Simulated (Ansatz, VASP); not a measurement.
## One calculation of Te2Mo, two programs

The input INCAR:

```
PREC     = Accurate       # precision mode
ENCUT    = 520            # plane-wave cutoff, eV
EDIFF    = 1E-6           # SCF threshold, eV
ISMEAR   = 0              # smearing method
SIGMA    = 0.02           # smearing width, eV
LREAL    = F              # projectors in reciprocal space
LASPH    = T              # aspherical terms in the spheres
NELM     = 100            # most SCF steps
ALGO     = Normal         # electronic algorithm
ISIF     = 2              # what is computed and relaxed
LWAVE    = F              # write WAVECAR
LCHARG   = F              # write CHGCAR
LDIPOL   = T            
IDIPOL   = 3            
DIPOL    = 0.5 0.5 0.500
GGA      = PE             # functional
IVDW     = 12             # dispersion correction
NBANDS   = 20             # bands
```

The input KPOINTS:

```
regular mesh
0
Gamma
  9 9 1
```

File POSCAR:

```
Te2Mo
1.0
    3.4100000000      0.0000000000      0.0000000000
   -1.7050000000      2.9531466269      0.0000000000
    0.0000000000      0.0000000000     33.2698832047
Te Mo
2 1
Direct
    0.3333333333      0.6666666667      0.4491732511
    0.3333333333      0.6666666667      0.5508267489
    0.6666666667      0.3333333333      0.5000000000
```

Input for Ansatz:

```yaml
crystal:
  lattice:
    - [3.41, 0.0, 0.0]
    - [-1.705, 2.9531466269, 0.0]
    - [0.0, 0.0, 33.2698832047]
  atoms:
    - { symbol: Te, position: [0.3333333333, 0.6666666667, 0.4491732511] }
    - { symbol: Mo, position: [0.6666666667, 0.3333333333, 0.5] }
    - { symbol: Te, position: [0.3333333333, 0.6666666667, 0.5508267489] }
  periodic: [true, true, false]
basis:
  ecutwfc: 420
kpoints:
  mp_grid: { grid: [9, 9, 1] }
hamiltonian:
  xc: pbe
  pseudopotentials: { kind: paw, azcp: { folder: soft_1 } }
  dispersion: d3bj
scf:
  occupations: { method: gaussian, width: 0.02 }
output:
  forces: true
  stress: true
  eigenvalues: true
```

Alike in both runs: task single point; functional PBE; dispersion D3(BJ); k mesh 9 × 9 × 1; occupations gaussian, width 0.02 eV; no spin polarisation.

```csv
,VASP,Ansatz
version,VASP 6.6.1,Ansatz 0.2.0
potentials or method,"VASP PAW PBE potentials, release 64 (Te, Mo_sv), cutoff 520 eV","scalar-relativistic, plane waves, PAW"
valence electrons in the cell,26,46
```

Ansatz gave:

```
gap on the k mesh at the Fermi level (eV) : 1.23
least direct gap on the mesh (eV)         : 1.23
rms of the force components (eV/Å)        : 1.323
```

**Question.** Estimate VASP's values.

**Answer.** gap on the k mesh at the Fermi level (eV): 1.23; least direct gap on the mesh (eV): 1.23; rms of the force components (eV/Å): 1.335.

VASP's potentials hold 26 valence electrons a cell and Ansatz's 46, so a difference there can come from the potentials and not from the codes.

Neither program's run includes spin-orbit coupling.
